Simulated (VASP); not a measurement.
Here is a VASP 6.6.1 calculation.

Contents of INCAR:

```
  PREC = Accurate
  ENCUT = 520
  EDIFF = 1E-6
  ISMEAR = 0
  SIGMA = 0.1
  LREAL = False
  LASPH = True
  NELM = 100
  ALGO = Normal
  ISIF = 2
  LWAVE = False
  LCHARG = False
  GGA = PE
  NBANDS = 36
```

File KPOINTS:

```
Automatic mesh
0
Gamma
  8 8 8
```

Contents of POSCAR:

```
CoSi
1.0
    4.4308490603      0.0000000000      0.0000000000
    0.0000000000      4.4308490603      0.0000000000
    0.0000000000      0.0000000000      4.4308490603
Co Si
4 4
Direct
    0.1450189116      0.1450189116      0.1450189116
    0.3549810884      0.8549810884      0.6450189116
    0.6450189116      0.3549810884      0.8549810884
    0.8549810884      0.6450189116      0.3549810884
    0.8431597103      0.8431597103      0.8431597103
    0.6568402897      0.1568402897      0.3431597103
    0.3431597103      0.6568402897      0.1568402897
    0.1568402897      0.3431597103      0.6568402897
```

Potentials or basis: VASP PAW PBE potentials, release 64 (Co, Si).

Command:

```bash
$ cat potpaw_PBE.64/Co/POTCAR potpaw_PBE.64/Si/POTCAR > POTCAR
$ mpirun -np 1 vasp_std > vasp.out
```

(1) Estimate the largest force.

(2) What does it give for the pressure?

(3) Estimate the band gap on the k mesh.

Answers

(1) 0.004 eV/Å.

(2) -0.1 GPa.

(3) zero (band 26 reaches 12.10 eV, above the bottom of band 27 at 11.89 eV).
